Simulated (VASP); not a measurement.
# GaGe3 (Fm-3m) in VASP: further runs

Runs on GaGe3. Level: r2SCAN. Tasks: single point.

Everything below comes from runs of VASP 6.6.1. Logs are shortened: lines on timing, memory, paths and dates and some standing lists are left out, and cuts for length are marked.

### 1 The cell of the first run

The structure is cubic, space group Fm-3m (No. 225). The conventional cell has a = 6.729 Å, b = 6.729 Å, c = 6.729 Å, α = 90.00°, β = 90.00°, γ = 90.00°. Within 3.8 Å of Ge (site symmetry m-3m) lie 8 Ge at 2.91 Å and 6 Ga at 3.36 Å. Within 3.8 Å of Ge (site symmetry -43m) lie 10 Ge at 2.91 to 3.36 Å and 4 Ga at 2.91 Å. Ga (site symmetry m-3m) has 14 Ge at 2.91 to 3.36 Å within 3.8 Å.

### 2 Single point, r2SCAN

Input file POSCAR:

```
GaGe3
1.0
    0.0000000000      3.3644336506      3.3644336506
    3.3644336506      0.0000000000      3.3644336506
    3.3644336506      3.3644336506      0.0000000000
Ge Ga
3 1
Direct
    0.5000000000      0.5000000000      0.5000000000
    0.7500000000      0.7500000000      0.7500000000
    0.2500000000      0.2500000000      0.2500000000
    0.0000000000      0.0000000000      0.0000000000
```

Input file INCAR.step1:

```
SYSTEM = GaGe3
  ALGO = Normal
  EDIFF = 1E-4
  ENCUT = 520
  GGA = PE
  ISMEAR = -1
  LASPH = .True.
  LCHARG = .False.
  LREAL = .False.
  LWAVE = .True.
  NBANDS = 36
  NELM = 60
  PREC = Accurate
  SIGMA = 0.05
```

Input file INCAR.step2:

```
SYSTEM = GaGe3
  ALGO = Normal
  EDIFF = 1E-7
  ENCUT = 520
  ISIF = 2
  ISMEAR = -1
  ISTART = 1
  LASPH = .True.
  LCHARG = .False.
  LMIXTAU = .True.
  LREAL = .False.
  LWAVE = .False.
  METAGGA = R2SCAN
  NBANDS = 36
  NELM = 60
  PREC = Accurate
  SIGMA = 0.05
```

Input file KPOINTS:

```
k-points
0
Gamma
  7 7 7
  0 0 0
```

Potentials or basis: VASP PAW PBE potentials, release 64 (Ge_d, Ga_d).

Run with:

```console
$ cat potpaw_PBE.64/Ge_d/POTCAR potpaw_PBE.64/Ga_d/POTCAR > POTCAR
$ cp INCAR.step1 INCAR
$ mpirun -np 1 vasp_std > vasp.out
$ cp INCAR.step2 INCAR
$ mpirun -np 1 vasp_std > vasp.out
```

OUTCAR:

```text
SYSTEM = GaGe3
   EDIFF = 1E-7
   ENCUT = 520
   ISIF = 2
   ISMEAR = -1
   ISTART = 1
   LASPH = .True.
   LREAL = .False.
   METAGGA = R2SCAN
   NELM = 60
   PREC = Accurate

 ion  position               nearest neighbor table
   1  0.500  0.500  0.500-   3 2.91   3 2.91   3 2.91   2 2.91   2 2.91   2 2.91   3 2.91   2 2.91

   2  0.750  0.750  0.750-   1 2.91   1 2.91   1 2.91   4 2.91   4 2.91   4 2.91   4 2.91   1 2.91

   3  0.250  0.250  0.250-   4 2.91   4 2.91   4 2.91   1 2.91   1 2.91   1 2.91   4 2.91   1 2.91

   4  0.000  0.000  0.000-   2 2.91   2 2.91   2 2.91   3 2.91   3 2.91   3 2.91   3 2.91   2 2.91

  LATTYP: Found a face centered cubic cell.
 ALAT       =     6.7288673012

  Lattice vectors:

 A1 = (   0.0000000000,   3.3644336506,   3.3644336506)
 A2 = (   3.3644336506,   0.0000000000,   3.3644336506)
 A3 = (   3.3644336506,   3.3644336506,   0.0000000000)

Analysis of symmetry for initial positions (statically):
=====================================================================
 Subroutine PRICEL returns:
 Original cell was already a primitive cell.

 Routine SETGRP: Setting up the symmetry group for a
 face centered cubic supercell.

 Subroutine GETGRP returns: Found 48 space group operations
 (whereof 48 operations were pure point group operations)
 out of a pool of 48 trial point group operations.

The static configuration has the point symmetry O_h .

Analysis of symmetry for dynamics (positions and initial velocities):
=====================================================================
 Subroutine PRICEL returns:
 Original cell was already a primitive cell.

 Routine SETGRP: Setting up the symmetry group for a
 face centered cubic supercell.

 Subroutine GETGRP returns: Found 48 space group operations
 (whereof 48 operations were pure point group operations)
 out of a pool of 48 trial point group operations.

The dynamic configuration has the point symmetry O_h .

 Subroutine INISYM returns: Found 48 space group operations
 (whereof 48 operations are pure point group operations),
 and found     1 'primitive' translations

----------------------------------------------------------------------------------------

                                     Primitive cell

  volume of cell :      76.1668

  direct lattice vectors                    reciprocal lattice vectors
     0.000000000  3.364433651  3.364433651    -0.148613423  0.148613423  0.148613423
     3.364433651  0.000000000  3.364433651     0.148613423 -0.148613423  0.148613423
     3.364433651  3.364433651  0.000000000     0.148613423  0.148613423 -0.148613423

  length of vectors
     4.758027698  4.758027698  4.758027698     0.257405999  0.257405999  0.257405999

  position of ions in fractional coordinates (direct lattice)
     0.500000000  0.500000000  0.500000000
     0.750000000  0.750000000  0.750000000
     0.250000000  0.250000000  0.250000000
     0.000000000  0.000000000  0.000000000

  ion indices of the primitive-cell ions
   primitive index   ion index
                 1           1
                 2           2
                 3           3
                 4           4

----------------------------------------------------------------------------------------

 KPOINTS: k-points

Automatic generation of k-mesh.
 Grid dimensions read from file:
 generate k-points for:    7    7    7

 Generating k-lattice:

  Cartesian coordinates                     Fractional coordinates (reciprocal lattice)
    -0.021230489  0.021230489  0.021230489     0.142857143  0.000000000  0.000000000
     0.021230489 -0.021230489  0.021230489     0.000000000  0.142857143  0.000000000
     0.021230489  0.021230489 -0.021230489     0.000000000  0.000000000  0.142857143

  Length of vectors
     0.036772286  0.036772286  0.036772286

  Shift w.r.t. Gamma in fractional coordinates (k-lattice)
     0.000000000  0.000000000  0.000000000

 Subroutine IBZKPT returns following result:
 ===========================================

 Found     20 irreducible k-points:

 Following reciprocal coordinates:
            Coordinates               Weight
  0.000000  0.000000  0.000000      1.000000
  0.142857  0.000000  0.000000      8.000000
  0.285714  0.000000  0.000000      8.000000
  0.428571  0.000000  0.000000      8.000000
  0.142857  0.142857  0.000000      6.000000
  0.285714  0.142857  0.000000     24.000000
[... 12 lines left out ...]
 -0.428571  0.428571  0.142857     24.000000
 -0.285714  0.428571  0.142857     24.000000
   k-points           NKPTS =     20   k-points in BZ     NKDIM =     20   number of bands    NBANDS=     36
   number of dos      NEDOS =    301   number of ions     NIONS =      4
   total plane-waves  NPLWV =  46656
   dimension x,y,z NGX =    36 NGY =   36 NGZ =   36
   dimension x,y,z NGXF=    72 NGYF=   72 NGZF=   72
   ions per type =               3   1
   NGX,Y,Z   is equivalent  to a cutoff of  12.58, 12.58, 12.58 a.u.
   NGXF,Y,Z  is equivalent  to a cutoff of  25.16, 25.16, 25.16 a.u.
 SYSTEM =  GaGe3
   PREC   = accura    normal or accurate (medium, high low for compatibility)
   ISTART =      1    job   : 0-new  1-cont  2-samecut
   ICHARG =      0    charge: 1-file 2-atom 10-const
   ISPIN  =      1    spin polarized calculation?
   LNONCOLLINEAR =      F non collinear calculations
   LSORBIT =      F    spin-orbit coupling
   LASPH  =      T    aspherical Exc in radial PAW
   ENCUT  =  520.0 eV  38.22 Ry    6.18 a.u.   8.85  8.85  8.85*2*pi/ulx,y,z
   NELM   =     60;   NELMIN=  2; NELMDL=  0     # of ELM steps
   EDIFF  = 0.1E-06   stopping-criterion for ELM
   LREAL  =      F    real-space projection
   EDIFFG = 0.1E-05   stopping-criterion for IOM
   NSW    =      0    number of steps for IOM
   IBRION =     -1    ionic relax: 0-MD 1-quasi-New 2-CG
   NFREE  =      0    steps in history (QN), initial steepest desc. (CG)
   ISIF   =      2    stress and relaxation
   ISYM   =      2    0-nonsym 1-usesym 2-fastsym
   POTIM  = 0.5000    time-step for ionic-motion
   TEBEG  =    0.0;   TEEND  =   0.0 temperature during run
   PSTRESS=    0.0 pullay stress
   NELECT =      55.0000    total number of electrons
   NUPDOWN=      -1.0000    fix difference up-down
   EMIN   =  10.00;   EMAX   =-10.00  energy-range for DOS
   EFERMI =   0.00;   METHOD = LEGACY
   ISMEAR =    -1;   SIGMA  =   0.05  broadening in eV -4-tet -1-fermi 0-gaus
   EFERMI_NEDOS =   21; number of points for ismear=-14 and -15
   IALGO  =     38    algorithm
   IMIX   =      4    mixing-type and parameters
     AMIX     =   0.40;   BMIX     =  1.00
     AMIX_MAG =   1.60;   BMIX_MAG =  1.00
  volume/ion in A,a.u.               =      19.04       128.50
  Fermi-wavevector in a.u.,A,eV,Ry     =   1.468725  2.775487 29.349842  2.157153
  Thomas-Fermi vector in A             =   2.584188
   LORBIT       =      0    0 simple, 1 ext, 2 COOP (PROOUT), +10 PAW based schemes
   METAGGA = R2SCAN    functional components
   LHFCALC =     F    Hartree Fock is set to
   AEXX    =    0.0000 exact exchange contribution
   IVDW    =     0    specifies the selected vdW correction
   LEPSILON=     F    determine dielectric tensor
   LRPA    =     F    only Hartree local field effects (RPA)
 non-spin polarized calculation
  energy-cutoff  :      520.00
  volume of cell :       76.17
 maximum number of plane-waves:      2085
   NGX = 17   NGY = 17   NGZ = 17

 number of electron      55.0000058 magnetization

 Free energy of the ion-electron system (eV)
  ---------------------------------------------------
  ext. energy  EPLUGINS =         0.00000000
  ---------------------------------------------------
  free energy    TOTEN  =       -51.26205512 eV

  energy without entropy =      -51.25295848  energy(sigma->0) =      -51.25750680

 E-fermi :   6.1760     XC(G=0): -12.3333

 val. band max:        6.0842479049   @ k =  -0.4286   0.1429   0.0000
 cond. band min:       6.2493964970   @ k =   0.2857   0.1429   0.0000
 fundamental gap:      0.1651485922
 Fermi energy:         6.1759600406

 k-point     1 :       0.0000    0.0000    0.0000
  band No.  band energies     occupation
      1     -19.2178      2.00000
      2     -19.2178      2.00000
      3     -19.2135      2.00000
      4     -19.2135      2.00000
      5     -19.2135      2.00000
      6     -19.1861      2.00000
[... 28 lines left out ...]
     35      11.3574      0.00000
     36      16.7316      0.00000

 k-point     2 :       0.1429    0.0000    0.0000
  band No.  band energies     occupation
      1     -19.2172      2.00000
      2     -19.2172      2.00000
      3     -19.2171      2.00000
      4     -19.2138      2.00000
      5     -19.2138      2.00000
      6     -19.1831      2.00000
[... 28 lines left out ...]
     35      12.2755      0.00000
     36      15.0901      0.00000

 k-point     3 :       0.2857    0.0000    0.0000
  band No.  band energies     occupation
      1     -19.2238      2.00000
      2     -19.2237      2.00000
      3     -19.2183      2.00000
      4     -19.2033      2.00000
      5     -19.2033      2.00000
      6     -19.1778      2.00000
[... 28 lines left out ...]
     35      14.2314      0.00000
     36      14.2314      0.00000
[... 586 lines left out ...]
 k-point    19 :      -0.4286    0.4286    0.1429
  band No.  band energies     occupation
      1     -19.2310      2.00000
      2     -19.2289      2.00000
      3     -19.2095      2.00000
      4     -19.2017      2.00000
      5     -19.1882      2.00000
      6     -19.1792      2.00000
[... 28 lines left out ...]
     35      13.4737      0.00000
     36      13.7044      0.00000

 k-point    20 :      -0.2857    0.4286    0.1429
  band No.  band energies     occupation
      1     -19.2303      2.00000
      2     -19.2225      2.00000
      3     -19.2185      2.00000
      4     -19.1971      2.00000
      5     -19.1874      2.00000
      6     -19.1788      2.00000
[... 28 lines left out ...]
     35      13.4233      0.00000
     36      13.7646      0.00000

------------------------ aborting loop because EDIFF is reached ----------------------------------------

  FORCE on cell =-STRESS in cart. coord.  units (eV):
  Direction    XX          YY          ZZ          XY          YZ          ZX
  --------------------------------------------------------------------------------------
  -------------------------------------------------------------------------------------
  Total       -0.6504301     -0.6504301     -0.6504301      0.0000000      0.0000000     -0.0000000
  in kB      -13.6818646    -13.6818646    -13.6818646      0.0000000      0.0000000     -0.0000000
  external PRESSURE =     -13.6818646 kB  Pullay stress =       0.0000000 kB

 VOLUME and BASIS-vectors are now :
 -----------------------------------------------------------------------------
  energy-cutoff  :      520.00
  volume of cell :       76.17
      direct lattice vectors                 reciprocal lattice vectors
     0.000000000  3.364433651  3.364433651    -0.148613423  0.148613423  0.148613423
     3.364433651  0.000000000  3.364433651     0.148613423 -0.148613423  0.148613423
     3.364433651  3.364433651  0.000000000     0.148613423  0.148613423 -0.148613423

 POSITION                                       TOTAL-FORCE (eV/Angst)
 -----------------------------------------------------------------------------------
      3.36443      3.36443      3.36443         0.000000      0.000000      0.000000
      5.04665      5.04665      5.04665        -0.000000     -0.000000      0.000000
      1.68222      1.68222      1.68222        -0.000000     -0.000000     -0.000000
      0.00000      0.00000      0.00000         0.000000      0.000000      0.000000
 -----------------------------------------------------------------------------------
    total drift:                                0.000000      0.000000      0.000000

  FREE ENERGIE OF THE ION-ELECTRON SYSTEM (eV)
  ---------------------------------------------------
  free  energy   TOTEN  =       -51.2620551243 eV

  energy  without entropy=      -51.2529584811  energy(sigma->0) =      -51.25750680
```

Wall time 2.6 min (1 thread of AMD EPYC 9R45 (Zen 5), shared host); peak memory 0.2 GiB.

What came out:

* Free energy: -51.2621 eV
* Pressure: -1.4 GPa

Caveat: the PAW data sets were made with another functional, which shifts forces and pressure a little.

### 3 Single point, r2SCAN

This run uses another cell than the first one, of 19.43 Å³/atom, 1.020 times its volume.

Input file POSCAR:

```
GaGe3
1.0
    0.0000000000      3.3871670000      3.3871670000
    3.3871670000      0.0000000000      3.3871670000
    3.3871670000      3.3871670000      0.0000000000
Ge Ga
3 1
Direct
    0.5000000000      0.5000000000      0.5000000000
    0.7500000000      0.7500000000      0.7500000000
    0.2500000000      0.2500000000      0.2500000000
    0.0000000000      0.0000000000      0.0000000000
```

Input file INCAR.step1:

```
PREC = Accurate ; ENCUT = 520
ISMEAR = -1 ; SIGMA = 0.05
LREAL = False ; LASPH = True
NELM = 100 ; NBANDS = 36
GGA = PE ; ALGO = Normal
EDIFF = 1E-4 ; LWAVE = True
LCHARG = False
```

Input file INCAR.step2:

```
PREC = Accurate ; ENCUT = 520
EDIFF = 1E-7 ; ISMEAR = -1
SIGMA = 0.05 ; LREAL = False
LASPH = True ; NELM = 100
ALGO = Normal ; ISIF = 2
LWAVE = False ; LCHARG = False
METAGGA = R2SCAN ; LMIXTAU = True
NBANDS = 36 ; ISTART = 1
```

Input file KPOINTS:

```
regular mesh
0
Gamma
  7 7 7
```

Potentials or basis: VASP PAW PBE potentials, release 64 (Ge_d, Ga_d).

Run with:

```console
$ cat potpaw_PBE.64/Ge_d/POTCAR potpaw_PBE.64/Ga_d/POTCAR > POTCAR
$ cp INCAR.step1 INCAR
$ mpirun -np 1 vasp_std > vasp.out
$ cp INCAR.step2 INCAR
$ mpirun -np 1 vasp_std > vasp.out
```

Run time: 2.5 min. Hardware: 1 thread of AMD EPYC 9R45 (Zen 5), shared host; peak memory 0.2 GiB.

Results (log left out):

```
Free energy : -51.2432 eV
Pressure    : -2.6 GPa
```

Levels at points of the mesh, in eV from the Fermi level:
```csv
k point,band 24,band 25,band 26,band 27,band 28,band 29,band 30,band 31,band 32,band 33
"(0.00, 0.00, 0.00)",-1.61,-1.61,-1.61,-1.30,-1.30,-1.30,-0.96,0.28,0.28,0.28
```

Caveat: the PAW data sets were made with another functional, which shifts forces and pressure a little.
